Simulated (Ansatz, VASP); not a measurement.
FeO in VASP and in Ansatz

Contents of INCAR:

```
SYSTEM = FeO
PREC     = Accurate       ! precision mode
ENCUT    = 520            ! plane-wave cutoff, eV
EDIFF    = 1E-6           ! SCF threshold, eV
ISMEAR   = -1             ! smearing method
SIGMA    = 0.05           ! smearing width, eV
LREAL    = .False.        ! projectors in reciprocal space
LASPH    = .True.         ! aspherical terms in the spheres
NELM     = 150            ! most SCF steps
ALGO     = Normal         ! electronic algorithm
ISIF     = 2              ! what is computed and relaxed
LWAVE    = .False.        ! write WAVECAR
LCHARG   = .False.        ! write CHGCAR
ISPIN    = 2              ! spin polarisation
MAGMOM   = 3 0            ! initial moments
LORBIT   = 11             ! projections on sites
LMAXMIX  = 4              ! l up to which the mixer works
NBANDS   = 18             ! bands
```

File KPOINTS:

```
regular mesh
0
Gamma
  9 9 9
  0 0 0
```

File POSCAR:

```
FeO
1.0
    1.5086271663      0.8710063006      2.5026668604
   -1.5086271663      0.8710063006      2.5026668604
    0.0000000000     -1.7420126011      2.5026668604
Fe O
1 1
Direct
    0.0000000000      0.0000000000      0.0000000000
    0.5000000000      0.5000000000      0.5000000000
```

input.yaml

```yaml
crystal:
  lattice:
    - [1.5086271663, 0.8710063006, 2.5026668604]
    - [-1.5086271663, 0.8710063006, 2.5026668604]
    - [0.0, -1.7420126011, 2.5026668604]
  atoms:
    - { symbol: Fe, position: [0.0, 0.0, 0.0], spin: 3.0 }
    - { symbol: O, position: [0.5, 0.5, 0.5] }
hamiltonian:
  xc: lda
  pseudopotentials: { kind: paw }
magnetization:
  spin_polarized: true
kpoints:
  mp_grid: { grid: [9, 9, 9] }
scf:
  occupations: { method: fermi_dirac, width: 0.05 }
output:
  forces: true
  stress: true
  eigenvalues: true
```

Alike in both runs: task single point; functional LDA; k mesh 9 × 9 × 9; occupations fermi-dirac, width 0.05 eV; collinear spin.

|  | VASP | Ansatz |
| --- | --- | --- |
| version | VASP 6.6.1 | Ansatz 0.2.0 |
| potentials or method | VASP PAW LDA potentials, release 64 (Fe, O) | Ansatz PAW |
| plane-wave cutoff (eV) | 520 | 420 |
| valence electrons in the cell | 14 | 22 |

```tsv
	VASP	Ansatz	Ansatz less VASP
gap on the k mesh at the Fermi level (eV)	none	none	-
pressure (GPa)	-13.3	-13.3	-0.01
traceless stress, the component that is largest in VASP (GPa)	-0.80	-0.80	+0.001
net moment per atom (μB)	1.98	2.00	+0.014
size of the moment on the site where the two differ most (μB)	3.55	3.41	-0.143
```

LDA's correlation is that of Perdew and Zunger in VASP and of Perdew and Wang (1992) in Ansatz. Site moments also hang on the region over which each program counts them. A gap of «none» marks a metal or a gap that the smearing closes. VASP's potentials hold 14 valence electrons a cell and Ansatz's 22, so a difference there can come from the potentials and not from the codes.
